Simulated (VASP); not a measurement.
# C (Fd-3m) in VASP: single point with PBE

Aim: the single point of C with PBE.

Everything below comes from runs of VASP 6.6.1. Logs are shortened: lines on timing, memory, paths and dates and some standing lists are left out, and cuts for length are marked.

## 1. The cell of the first run

It takes space group Fd-3m (No. 227, cubic). Conventional cell: a = 3.573 Å, b = 3.573 Å, c = 3.573 Å, α = 90.00°, β = 90.00°, γ = 90.00°. Within 2.1 Å of C (site symmetry -43m) lie 4 C at 1.55 Å.

## 2. Single point, PBE

INCAR

```
  ALGO = Normal
  EDIFF = 1E-6
  ENCUT = 600
  GGA = PE
  GGA_COMPAT = F
  ISIF = 2
  ISMEAR = -1
  LASPH = T
  LCHARG = F
  LREAL = F
  LWAVE = F
  NBANDS = 11
  NELM = 120
  PREC = Accurate
  SIGMA = 0.0272
```

KPOINTS

```
k-points
0
Gamma
  10 10 10
```

POSCAR

```
C
1.0
    0.0000000000      1.7863159877      1.7863159877
    1.7863159877      0.0000000000      1.7863159877
    1.7863159877      1.7863159877      0.0000000000
C
2
Direct
    0.8750000000      0.8750000000      0.8750000000
    0.1250000000      0.1250000000      0.1250000000
```

Potentials or basis: VASP PAW PBE potentials, release 64 (C).

Command:

```sh
cat potpaw_PBE.64/C/POTCAR > POTCAR
mpirun -np 1 vasp_std > vasp.out
```

OUTCAR:

```text
EDIFF = 1E-6
   ENCUT = 600
   GGA = PE
   ISIF = 2
   ISMEAR = -1
   LASPH = T
   LREAL = F
   NELM = 120
   PREC = Accurate

 ion  position               nearest neighbor table
   1  0.875  0.875  0.875-   2 1.55   2 1.55   2 1.55   2 1.55
   2  0.125  0.125  0.125-   1 1.55   1 1.55   1 1.55   1 1.55

  LATTYP: Found a face centered cubic cell.
 ALAT       =     3.5726319754

  Lattice vectors:

 A1 = (   0.0000000000,   1.7863159877,   1.7863159877)
 A2 = (   1.7863159877,   0.0000000000,   1.7863159877)
 A3 = (   1.7863159877,   1.7863159877,   0.0000000000)

Analysis of symmetry for initial positions (statically):
=====================================================================
 Subroutine PRICEL returns:
 Original cell was already a primitive cell.

 Routine SETGRP: Setting up the symmetry group for a
 face centered cubic supercell.

 Subroutine GETGRP returns: Found 48 space group operations
 (whereof 12 operations were pure point group operations)
 out of a pool of 48 trial point group operations.

The static configuration has the point symmetry D_3d.
 The point group associated with its full space group is O_h .

Analysis of symmetry for dynamics (positions and initial velocities):
=====================================================================
 Subroutine PRICEL returns:
 Original cell was already a primitive cell.

 Routine SETGRP: Setting up the symmetry group for a
 face centered cubic supercell.

 Subroutine GETGRP returns: Found 48 space group operations
 (whereof 12 operations were pure point group operations)
 out of a pool of 48 trial point group operations.

The dynamic configuration has the point symmetry D_3d.
 The point group associated with its full space group is O_h .

 Subroutine INISYM returns: Found 48 space group operations
 (whereof 12 operations are pure point group operations),
 and found     1 'primitive' translations

----------------------------------------------------------------------------------------

                                     Primitive cell

  volume of cell :      11.4000

  direct lattice vectors                    reciprocal lattice vectors
     0.000000000  1.786315988  1.786315988    -0.279905685  0.279905685  0.279905685
     1.786315988  0.000000000  1.786315988     0.279905685 -0.279905685  0.279905685
     1.786315988  1.786315988  0.000000000     0.279905685  0.279905685 -0.279905685

  length of vectors
     2.526232296  2.526232296  2.526232296     0.484810868  0.484810868  0.484810868

  position of ions in fractional coordinates (direct lattice)
     0.875000000  0.875000000  0.875000000
     0.125000000  0.125000000  0.125000000

  ion indices of the primitive-cell ions
   primitive index   ion index
                 1           1
                 2           2

----------------------------------------------------------------------------------------

 KPOINTS: k-points

Automatic generation of k-mesh.
 Grid dimensions read from file:
 generate k-points for:   10   10   10

 Generating k-lattice:

  Cartesian coordinates                     Fractional coordinates (reciprocal lattice)
    -0.027990568  0.027990568  0.027990568     0.100000000  0.000000000  0.000000000
     0.027990568 -0.027990568  0.027990568     0.000000000  0.100000000  0.000000000
     0.027990568  0.027990568 -0.027990568     0.000000000  0.000000000  0.100000000

  Length of vectors
     0.048481087  0.048481087  0.048481087

  Shift w.r.t. Gamma in fractional coordinates (k-lattice)
     0.000000000  0.000000000  0.000000000

 Subroutine IBZKPT returns following result:
 ===========================================

 Found     47 irreducible k-points:

 Following reciprocal coordinates:
            Coordinates               Weight
  0.000000  0.000000  0.000000      1.000000
  0.100000  0.000000  0.000000      8.000000
  0.200000  0.000000  0.000000      8.000000
  0.300000  0.000000  0.000000      8.000000
  0.400000  0.000000  0.000000      8.000000
  0.500000  0.000000  0.000000      4.000000
[... 16 lines left out ...]
  0.300000  0.300000  0.000000      6.000000
  0.400000  0.300000  0.000000     24.000000
 [... further k-points ...]
   k-points           NKPTS =     47   k-points in BZ     NKDIM =     47   number of bands    NBANDS=     11
   number of dos      NEDOS =    301   number of ions     NIONS =      2
   total plane-waves  NPLWV =   8000
   dimension x,y,z NGX =    20 NGY =   20 NGZ =   20
   dimension x,y,z NGXF=    40 NGYF=   40 NGZF=   40
   ions per type =               2
   NGX,Y,Z   is equivalent  to a cutoff of  13.16, 13.16, 13.16 a.u.
   NGXF,Y,Z  is equivalent  to a cutoff of  26.32, 26.32, 26.32 a.u.
 SYSTEM =  unknown system
   PREC   = accura    normal or accurate (medium, high low for compatibility)
   ISTART =      0    job   : 0-new  1-cont  2-samecut
   ICHARG =      2    charge: 1-file 2-atom 10-const
   ISPIN  =      1    spin polarized calculation?
   LNONCOLLINEAR =      F non collinear calculations
   LSORBIT =      F    spin-orbit coupling
   LASPH  =      T    aspherical Exc in radial PAW
   ENCUT  =  600.0 eV  44.10 Ry    6.64 a.u.   5.05  5.05  5.05*2*pi/ulx,y,z
   NELM   =    120;   NELMIN=  2; NELMDL= -5     # of ELM steps
   EDIFF  = 0.1E-05   stopping-criterion for ELM
   LREAL  =      F    real-space projection
   EDIFFG = 0.1E-04   stopping-criterion for IOM
   NSW    =      0    number of steps for IOM
   IBRION =     -1    ionic relax: 0-MD 1-quasi-New 2-CG
   NFREE  =      0    steps in history (QN), initial steepest desc. (CG)
   ISIF   =      2    stress and relaxation
   ISYM   =      2    0-nonsym 1-usesym 2-fastsym
   POTIM  = 0.5000    time-step for ionic-motion
   TEBEG  =    0.0;   TEEND  =   0.0 temperature during run
   PSTRESS=    0.0 pullay stress
   NELECT =       8.0000    total number of electrons
   NUPDOWN=      -1.0000    fix difference up-down
   EMIN   =  10.00;   EMAX   =-10.00  energy-range for DOS
   EFERMI =   0.00;   METHOD = LEGACY
   ISMEAR =    -1;   SIGMA  =   0.03  broadening in eV -4-tet -1-fermi 0-gaus
   EFERMI_NEDOS =   21; number of points for ismear=-14 and -15
   IALGO  =     38    algorithm
   IMIX   =      4    mixing-type and parameters
     AMIX     =   0.40;   BMIX     =  1.00
     AMIX_MAG =   1.60;   BMIX_MAG =  1.00
  volume/ion in A,a.u.               =       5.70        38.47
  Fermi-wavevector in a.u.,A,eV,Ry     =   1.454800  2.749173 28.795945  2.116442
  Thomas-Fermi vector in A             =   2.571908
   LORBIT       =      0    0 simple, 1 ext, 2 COOP (PROOUT), +10 PAW based schemes
   GGA     = PE    functional components
   LHFCALC =     F    Hartree Fock is set to
   AEXX    =    0.0000 exact exchange contribution
   IVDW    =     0    specifies the selected vdW correction
   LEPSILON=     F    determine dielectric tensor
   LRPA    =     F    only Hartree local field effects (RPA)
 non-spin polarized calculation
  energy-cutoff  :      600.00
  volume of cell :       11.40
 maximum number of plane-waves:       392
   NGX =  9   NGY =  9   NGZ =  9

 number of electron       7.9999999 magnetization

 Free energy of the ion-electron system (eV)
  ---------------------------------------------------
  ext. energy  EPLUGINS =         0.00000000
  ---------------------------------------------------
  free energy    TOTEN  =       -18.19046885 eV

  energy without entropy =      -18.19046885  energy(sigma->0) =      -18.19046885

 E-fermi :  10.2748     XC(G=0): -13.2259

 val. band max:        9.6570540717   @ k =   0.0000   0.0000   0.0000
 cond. band min:      13.8162742764   @ k =   0.4000   0.4000   0.0000
 fundamental gap:      4.1592202047
 Fermi energy:        10.2747557081

 k-point     1 :       0.0000    0.0000    0.0000
  band No.  band energies     occupation
      1     -11.7530      2.00000
      2       9.6571      2.00000
      3       9.6571      2.00000
      4       9.6571      2.00000
      5      15.2337      0.00000
      6      15.2337      0.00000
      7      15.2337      0.00000
      8      22.8750      0.00000
      9      28.8889      0.00000
     10      36.1389      0.00000
     11      36.1389      0.00000

 k-point     2 :       0.1000    0.0000    0.0000
  band No.  band energies     occupation
      1     -11.4773      2.00000
      2       7.9880      2.00000
      3       9.2129      2.00000
      4       9.2129      2.00000
      5      15.8167      0.00000
      6      15.8167      0.00000
      7      16.1692      0.00000
      8      23.1168      0.00000
      9      29.3330      0.00000
     10      33.6229      0.00000
     11      33.6229      0.00000

 k-point     3 :       0.2000    0.0000    0.0000
  band No.  band energies     occupation
      1     -10.6548      2.00000
      2       4.7941      2.00000
      3       8.3411      2.00000
      4       8.3411      2.00000
      5      16.9423      0.00000
      6      16.9423      0.00000
      7      17.3602      0.00000
      8      23.7897      0.00000
      9      30.0972      0.00000
     10      32.1132      0.00000
     11      32.1132      0.00000

 k-point     4 :       0.3000    0.0000    0.0000
  band No.  band energies     occupation
      1      -9.3062      2.00000
      2       1.4072      2.00000
      3       7.5538      2.00000
      4       7.5538      2.00000
      5      17.7634      0.00000
      6      17.7634      0.00000
      7      18.0343      0.00000
      8      24.6140      0.00000
      9      30.4286      0.00000
     10      32.3724      0.00000
     11      32.3724      0.00000
[... 239 lines left out ...]
 k-point    22 :      -0.2000    0.2000    0.0000
  band No.  band energies     occupation
      1      -8.8599      2.00000
      2       2.6993      2.00000
      3       3.6816      2.00000
      4       7.6810      2.00000
      5      18.1175      0.00000
      6      18.2036      0.00000
      7      20.1046      0.00000
      8      23.2451      0.00000
      9      29.6729      0.00000
     10      30.5738      0.00000
     11      33.5276      0.00000

 k-point    23 :       0.3000    0.3000    0.0000
  band No.  band energies     occupation
      1      -8.4930      2.00000
      2       3.5866      2.00000
      3       4.7953      2.00000
      4       4.7953      2.00000
      5      13.8802      0.00000
      6      18.3147      0.00000
      7      22.6975      0.00000
      8      22.6975      0.00000
      9      30.3708      0.00000
     10      32.4428      0.00000
     11      40.3350      0.00000

 k-point    24 :       0.4000    0.3000    0.0000
  band No.  band energies     occupation
      1      -7.1799      2.00000
      2       1.6199      2.00000
      3       3.7027      2.00000
      4       4.3262      2.00000
      5      14.4359      0.00000
      6      17.6566      0.00000
      7      23.6796      0.00000
      8      23.7307      0.00000
      9      31.2901      0.00000
     10      32.4737      0.00000
     11      40.3434      0.00000

 [... further k-points ...]

------------------------ aborting loop because EDIFF is reached ----------------------------------------

  FORCE on cell =-STRESS in cart. coord.  units (eV):
  Direction    XX          YY          ZZ          XY          YZ          ZX
  --------------------------------------------------------------------------------------
  -------------------------------------------------------------------------------------
  Total       -0.0277668     -0.0277668     -0.0277668      0.0000000      0.0000000     -0.0000000
  in kB       -3.9023931     -3.9023931     -3.9023931      0.0000000      0.0000000     -0.0000000
  external PRESSURE =      -3.9023931 kB  Pullay stress =       0.0000000 kB

 VOLUME and BASIS-vectors are now :
 -----------------------------------------------------------------------------
  energy-cutoff  :      600.00
  volume of cell :       11.40
      direct lattice vectors                 reciprocal lattice vectors
     0.000000000  1.786315988  1.786315988    -0.279905685  0.279905685  0.279905685
     1.786315988  0.000000000  1.786315988     0.279905685 -0.279905685  0.279905685
     1.786315988  1.786315988  0.000000000     0.279905685  0.279905685 -0.279905685

 POSITION                                       TOTAL-FORCE (eV/Angst)
 -----------------------------------------------------------------------------------
      3.12605      3.12605      3.12605         0.000000     -0.000000      0.000000
      0.44658      0.44658      0.44658        -0.000000      0.000000     -0.000000
 -----------------------------------------------------------------------------------
    total drift:                                0.000000      0.000000     -0.000000

  FREE ENERGIE OF THE ION-ELECTRON SYSTEM (eV)
  ---------------------------------------------------
  free  energy   TOTEN  =       -18.1904688502 eV

  energy  without entropy=      -18.1904688502  energy(sigma->0) =      -18.19046885
```

It took 4.8 s on 1 thread of Intel Xeon 6975P-C (Granite Rapids), shared host; peak memory 0.12 GiB.

What came out:

```
Free energy            : -18.1905 eV
Pressure               : -0.4 GPa
Band gap on the k mesh : 4.16 eV, indirect (least direct gap 5.58 eV)
```
